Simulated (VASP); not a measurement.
# InSe (R3m) in VASP: single point with LDA

Aim: the single point of InSe with LDA.

Program: VASP 6.6.1. These are calculated values, not measurements. Logs are shortened: lines on timing, memory, paths and dates and some standing lists are left out, and cuts for length are marked.

**The experiment to reproduce.**

From “The Interaction of Hydrogen with the van der Waals Crystal γ-InSe”, 2020, pmc:7321205, for a bulk crystal of InSe at 300 K: band gap 1.25 eV.

How close the calculation comes is told below.

### 1 The cell of the first run

It takes space group R3m (No. 160, trigonal). The conventional cell has a = 4.000 Å, b = 4.000 Å, c = 25.320 Å, α = 90.00°, β = 90.00°, γ = 120.00°. Within 3.5 Å of In (site symmetry 3m) lie 3 Se at 2.64 Å and 1 In at 2.82 Å. In (site symmetry 3m) has 3 Se at 2.63 Å and 1 In at 2.82 Å within 3.5 Å. Se (site symmetry 3m) has 3 In at 2.64 Å within 3.5 Å. Se (site symmetry 3m) has 3 In at 2.63 Å within 3.5 Å.

### 2 Single point, LDA

INCAR reads:

```
SYSTEM = InSe
PREC     = Accurate       ! precision mode
ENCUT    = 520            ! plane-wave cutoff, eV
EDIFF    = 1E-7           ! SCF threshold, eV
ISMEAR   = 0              ! smearing method
SIGMA    = 0.01           ! smearing width, eV
LREAL    = .FALSE.        ! projectors in reciprocal space
LASPH    = .TRUE.         ! aspherical terms in the spheres
NELM     = 60             ! most SCF steps
ALGO     = Normal         ! electronic algorithm
ISIF     = 2              ! what is computed and relaxed
LWAVE    = .FALSE.        ! write WAVECAR
LCHARG   = .TRUE.         ! write CHGCAR
GGA      = CA             ! functional
LELF     = .TRUE.         ! ELF
LVHAR    = .TRUE.       
NBANDS   = 27             ! bands
```

KPOINTS reads:

```
regular mesh
0
G
  6 6 6
  0 0 0
```

POSCAR reads:

```
InSe
1.0
    2.0000000000      1.1547005400      8.4400000000
   -2.0000000000      1.1547005400      8.4400000000
    0.0000000000     -2.3094010800      8.4400000000
In Se
2 2
Direct
    0.0000000000      0.0000000000      0.0000000000
    0.1114000000      0.1114000000      0.1114000000
    0.6165000000      0.6165000000      0.6165000000
    0.8281000000      0.8281000000      0.8281000000
```

Potentials or basis: VASP PAW LDA potentials, release 64 (In_d, Se).

Started as:

```sh
cat potpaw_LDA.64/In_d/POTCAR potpaw_LDA.64/Se/POTCAR > POTCAR
mpirun -np 1 vasp_std > vasp.out
```

OUTCAR:

```text
SYSTEM = InSe
   PREC = Accurate
   ENCUT = 520
   EDIFF = 1E-7
   ISMEAR = 0
   LREAL = .FALSE.
   LASPH = .TRUE.
   NELM = 60
   ISIF = 2
   GGA = CA

 ion  position               nearest neighbor table
   1  0.000  0.000  0.000-   3 2.64   3 2.64   3 2.64   2 2.82
   2  0.111  0.111  0.111-   4 2.63   4 2.63   4 2.63   1 2.82
   3  0.617  0.617  0.617-   1 2.64   1 2.64   1 2.64
   4  0.828  0.828  0.828-   2 2.63   2 2.63   2 2.63

  LATTYP: Found a trigonal (rhomboedric) cell.
 ALAT       =     8.7502533299
 COS(alpha) =     0.8955162540

  Lattice vectors:

 A1 = (   2.0000000000,   1.1547005400,   8.4400000000)
 A2 = (  -2.0000000000,   1.1547005400,   8.4400000000)
 A3 = (   0.0000000000,  -2.3094010800,   8.4400000000)

Analysis of symmetry for initial positions (statically):
=====================================================================
 Subroutine PRICEL returns:
 Original cell was already a primitive cell.

 Routine SETGRP: Setting up the symmetry group for a
 trigonal (rhombohedral) supercell.

 Subroutine GETGRP returns: Found  6 space group operations
 (whereof  6 operations were pure point group operations)
 out of a pool of 12 trial point group operations.

The static configuration has the point symmetry C_3v.

Analysis of symmetry for dynamics (positions and initial velocities):
=====================================================================
 Subroutine PRICEL returns:
 Original cell was already a primitive cell.

 Routine SETGRP: Setting up the symmetry group for a
 trigonal (rhombohedral) supercell.

 Subroutine GETGRP returns: Found  6 space group operations
 (whereof  6 operations were pure point group operations)
 out of a pool of 12 trial point group operations.

The dynamic configuration has the point symmetry C_3v.

 Subroutine INISYM returns: Found  6 space group operations
 (whereof  6 operations are pure point group operations),
 and found     1 'primitive' translations

----------------------------------------------------------------------------------------

                                     Primitive cell

  volume of cell :     116.9481

  direct lattice vectors                    reciprocal lattice vectors
     2.000000000  1.154700540  8.440000000     0.250000000  0.144337567  0.039494471
    -2.000000000  1.154700540  8.440000000    -0.250000000  0.144337567  0.039494471
     0.000000000 -2.309401080  8.440000000     0.000000000 -0.288675134  0.039494471

  length of vectors
     8.750253330  8.750253330  8.750253331     0.291364285  0.291364285  0.291364285

  position of ions in fractional coordinates (direct lattice)
     0.000000000  0.000000000  0.000000000
     0.111400000  0.111400000  0.111400000
     0.616500000  0.616500000  0.616500000
     0.828100000  0.828100000  0.828100000

  ion indices of the primitive-cell ions
   primitive index   ion index
                 1           1
                 2           2
                 3           3
                 4           4

----------------------------------------------------------------------------------------

 KPOINTS: regular mesh

Automatic generation of k-mesh.
 Grid dimensions read from file:
 generate k-points for:    6    6    6

 Generating k-lattice:

  Cartesian coordinates                     Fractional coordinates (reciprocal lattice)
     0.041666667  0.024056261  0.006582412     0.166666667  0.000000000 -0.000000000
    -0.041666667  0.024056261  0.006582412     0.000000000  0.166666667 -0.000000000
     0.000000000 -0.048112522  0.006582412    -0.000000000 -0.000000000  0.166666667

  Length of vectors
     0.048560714  0.048560714  0.048560714

  Shift w.r.t. Gamma in fractional coordinates (k-lattice)
     0.000000000  0.000000000  0.000000000

 Subroutine IBZKPT returns following result:
 ===========================================

 Found     32 irreducible k-points:

 Following reciprocal coordinates:
            Coordinates               Weight
  0.000000  0.000000  0.000000      1.000000
  0.166667  0.000000 -0.000000      6.000000
  0.333333 -0.000000 -0.000000      6.000000
  0.500000  0.000000 -0.000000      3.000000
  0.166667  0.166667 -0.000000      6.000000
  0.333333  0.166667 -0.000000     12.000000
[... 16 lines left out ...]
  0.500000  0.500000  0.166667      6.000000
 -0.333333  0.500000  0.166667     12.000000
 [... further k-points ...]
   k-points           NKPTS =     32   k-points in BZ     NKDIM =     32   number of bands    NBANDS=     27
   number of dos      NEDOS =    301   number of ions     NIONS =      4
   total plane-waves  NPLWV = 343000
   dimension x,y,z NGX =    70 NGY =   70 NGZ =   70
   dimension x,y,z NGXF=   140 NGYF=  140 NGZF=  140
   ions per type =               2   2
   NGX,Y,Z   is equivalent  to a cutoff of  13.30, 13.30, 13.30 a.u.
   NGXF,Y,Z  is equivalent  to a cutoff of  26.60, 26.60, 26.60 a.u.
 SYSTEM =  InSe
   PREC   = accura    normal or accurate (medium, high low for compatibility)
   ISTART =      0    job   : 0-new  1-cont  2-samecut
   ICHARG =      2    charge: 1-file 2-atom 10-const
   ISPIN  =      1    spin polarized calculation?
   LNONCOLLINEAR =      F non collinear calculations
   LSORBIT =      F    spin-orbit coupling
   LASPH  =      T    aspherical Exc in radial PAW
   ENCUT  =  520.0 eV  38.22 Ry    6.18 a.u.  16.27 16.27 16.27*2*pi/ulx,y,z
   NELM   =     60;   NELMIN=  2; NELMDL= -5     # of ELM steps
   EDIFF  = 0.1E-06   stopping-criterion for ELM
   LREAL  =      F    real-space projection
   EDIFFG = 0.1E-05   stopping-criterion for IOM
   NSW    =      0    number of steps for IOM
   IBRION =     -1    ionic relax: 0-MD 1-quasi-New 2-CG
   NFREE  =      0    steps in history (QN), initial steepest desc. (CG)
   ISIF   =      2    stress and relaxation
   ISYM   =      2    0-nonsym 1-usesym 2-fastsym
   POTIM  = 0.5000    time-step for ionic-motion
   TEBEG  =    0.0;   TEEND  =   0.0 temperature during run
   PSTRESS=    0.0 pullay stress
   NELECT =      38.0000    total number of electrons
   NUPDOWN=      -1.0000    fix difference up-down
   EMIN   =  10.00;   EMAX   =-10.00  energy-range for DOS
   EFERMI =   0.00;   METHOD = LEGACY
   ISMEAR =     0;   SIGMA  =   0.01  broadening in eV -4-tet -1-fermi 0-gaus
   EFERMI_NEDOS =   21; number of points for ismear=-14 and -15
   IALGO  =     38    algorithm
   IMIX   =      4    mixing-type and parameters
     AMIX     =   0.40;   BMIX     =  1.00
     AMIX_MAG =   1.60;   BMIX_MAG =  1.00
  volume/ion in A,a.u.               =      29.24       197.30
  Fermi-wavevector in a.u.,A,eV,Ry     =   1.125481  2.126852 17.234615  1.266709
  Thomas-Fermi vector in A             =   2.262159
   LORBIT       =      0    0 simple, 1 ext, 2 COOP (PROOUT), +10 PAW based schemes
   GGA     = CA    functional components
   LHFCALC =     F    Hartree Fock is set to
   AEXX    =    0.0000 exact exchange contribution
   IVDW    =     0    specifies the selected vdW correction
   LEPSILON=     F    determine dielectric tensor
   LRPA    =     F    only Hartree local field effects (RPA)
 non-spin polarized calculation
 Gauss-broadening in eV      SIGMA  =   0.01
  energy-cutoff  :      520.00
  volume of cell :      116.95
 maximum number of plane-waves:      3181
 NGX is ok and might be reduce to    70
   NGX = 33   NGY = 33   NGZ = 33

 number of electron      37.9999999 magnetization

 Free energy of the ion-electron system (eV)
  ---------------------------------------------------
  ext. energy  EPLUGINS =         0.00000000
  ---------------------------------------------------
  free energy    TOTEN  =       -16.63641628 eV

  energy without entropy =      -16.63641628  energy(sigma->0) =      -16.63641628

 E-fermi :   4.0267     XC(G=0):  -9.2572

 val. band max:        3.9477569956   @ k =   0.5000   0.5000   0.5000
 cond. band min:       4.1747392159   @ k =   0.5000   0.5000   0.5000
 fundamental gap:      0.2269822203
 Fermi energy:         4.0267270057

 k-point     1 :       0.0000    0.0000    0.0000
  band No.  band energies     occupation
      1     -10.7974      2.00000
      2     -10.6231      2.00000
      3     -10.6231      2.00000
      4     -10.5487      2.00000
      5     -10.5487      2.00000
      6     -10.5249      2.00000
[... 19 lines left out ...]
     26       9.3203      0.00000
     27      11.3261      0.00000

 k-point     2 :       0.1667    0.0000   -0.0000
  band No.  band energies     occupation
      1     -10.8165      2.00000
      2     -10.7075      2.00000
      3     -10.6643      2.00000
      4     -10.6175      2.00000
      5     -10.5323      2.00000
      6     -10.5292      2.00000
[... 19 lines left out ...]
     26       9.8804      0.00000
     27      10.6475      0.00000

 k-point     3 :       0.3333   -0.0000   -0.0000
  band No.  band energies     occupation
      1     -10.9236      2.00000
      2     -10.8166      2.00000
      3     -10.7307      2.00000
      4     -10.6143      2.00000
      5     -10.5470      2.00000
      6     -10.4907      2.00000
[... 19 lines left out ...]
     26      10.4734      0.00000
     27      11.0424      0.00000

 k-point     4 :       0.5000    0.0000   -0.0000
  band No.  band energies     occupation
      1     -10.9763      2.00000
      2     -10.8757      2.00000
      3     -10.7261      2.00000
      4     -10.6151      2.00000
      5     -10.5540      2.00000
      6     -10.4722      2.00000
[... 19 lines left out ...]
     26      10.2404      0.00000
     27      10.7814      0.00000
[... 516 lines left out ...]
      4     -10.6270      2.00000
      5     -10.5403      2.00000
      6     -10.4842      2.00000
[... 19 lines left out ...]
     26      10.9159      0.00000
     27      11.5308      0.00000

 k-point    23 :       0.5000    0.5000    0.1667
  band No.  band energies     occupation
      1     -10.9133      2.00000
      2     -10.8292      2.00000
      3     -10.7288      2.00000
      4     -10.6147      2.00000
      5     -10.5469      2.00000
      6     -10.4905      2.00000
[... 19 lines left out ...]
     26      10.8082      0.00000
     27      11.1603      0.00000

 k-point    24 :      -0.3333    0.5000    0.1667
  band No.  band energies     occupation
      1     -10.9561      2.00000
      2     -10.8765      2.00000
      3     -10.7255      2.00000
      4     -10.6272      2.00000
      5     -10.5403      2.00000
      6     -10.4842      2.00000
[... 19 lines left out ...]
     26      10.9842      0.00000
     27      11.3752      0.00000

 [... further k-points ...]

------------------------ aborting loop because EDIFF is reached ----------------------------------------

  FORCE on cell =-STRESS in cart. coord.  units (eV):
  Direction    XX          YY          ZZ          XY          YZ          ZX
  --------------------------------------------------------------------------------------
  -------------------------------------------------------------------------------------
  Total       -0.6855780     -0.6855780     -1.6000643      0.0000000      0.0000000      0.0000000
  in kB       -9.3923526     -9.3923527    -21.9207278      0.0000000      0.0000000      0.0000000
  external PRESSURE =     -13.5684777 kB  Pullay stress =       0.0000000 kB

 VOLUME and BASIS-vectors are now :
 -----------------------------------------------------------------------------
  energy-cutoff  :      520.00
  volume of cell :      116.95
      direct lattice vectors                 reciprocal lattice vectors
     2.000000000  1.154700540  8.440000000     0.250000000  0.144337567  0.039494471
    -2.000000000  1.154700540  8.440000000    -0.250000000  0.144337567  0.039494471
     0.000000000 -2.309401080  8.440000000     0.000000000 -0.288675134  0.039494471

 POSITION                                       TOTAL-FORCE (eV/Angst)
 -----------------------------------------------------------------------------------
      0.00000      0.00000      0.00000         0.000000      0.000000      0.232971
      0.00000      0.00000      2.82065         0.000000     -0.000000     -0.250651
      0.00000      0.00000     15.60978         0.000000     -0.000000      0.053285
      0.00000      0.00000     20.96749         0.000000     -0.000000     -0.035604
 -----------------------------------------------------------------------------------
    total drift:                               -0.000000     -0.000000     -0.000264

  FREE ENERGIE OF THE ION-ELECTRON SYSTEM (eV)
  ---------------------------------------------------
  free  energy   TOTEN  =       -16.6364162754 eV

  energy  without entropy=      -16.6364162754  energy(sigma->0) =      -16.63641628
```

Wall time 7.4 min (1 thread of Intel Xeon Platinum 8375C at 2.90GHz (Ice Lake), shared host); peak memory 0.52 GiB.

Results:

- Free energy: -16.6364 eV
- Pressure: -1.4 GPa
- Largest force: 0.251 eV/Å
- Band gap on the k mesh: 0.23 eV, direct

Forces in eV/Å, atoms in the order of the input:
```
In   0.000  0.000  0.233
In   0.000  0.000 -0.251
Se   0.000  0.000  0.053
Se   0.000  0.000 -0.036
```

Levels at points of the mesh, in eV from the valence-band top:
```csv
k point,band 17,band 18,band 19,band 20,band 21,band 22
"(0.00, 0.00, 0.00)",-1.31,-1.21,-1.21,1.56,1.92,4.30
"(0.50, 0.00, 0.00)",-2.36,-2.25,-1.70,1.09,1.84,3.51
"(0.50, 0.50, 0.00)",-2.52,-2.06,-1.53,1.03,1.88,3.16
"(0.50, 0.50, 0.50)",-1.14,-1.14,0.00,0.23,1.98,4.22
```

Caveat: spin-orbit coupling is left out, which moves the levels of the heavy elements.

### 3 Comparison with measurements

Step 2. A measured gap of InSe is 1.25 eV (300 K; “The Interaction of Hydrogen with the van der Waals Crystal γ-InSe”, 2020, pmc:7321205); the calculated 0.23 eV misses it by -1.02 eV. So large a miss can be the level of theory's own, or it may mean another phase, state or a wrong row. Spin-orbit coupling on In, Se is left out. The value is that of LDA on a finite k mesh, which can miss the band edges, without temperature or zero-point motion. Semilocal functionals fall short of measured gaps as a rule.
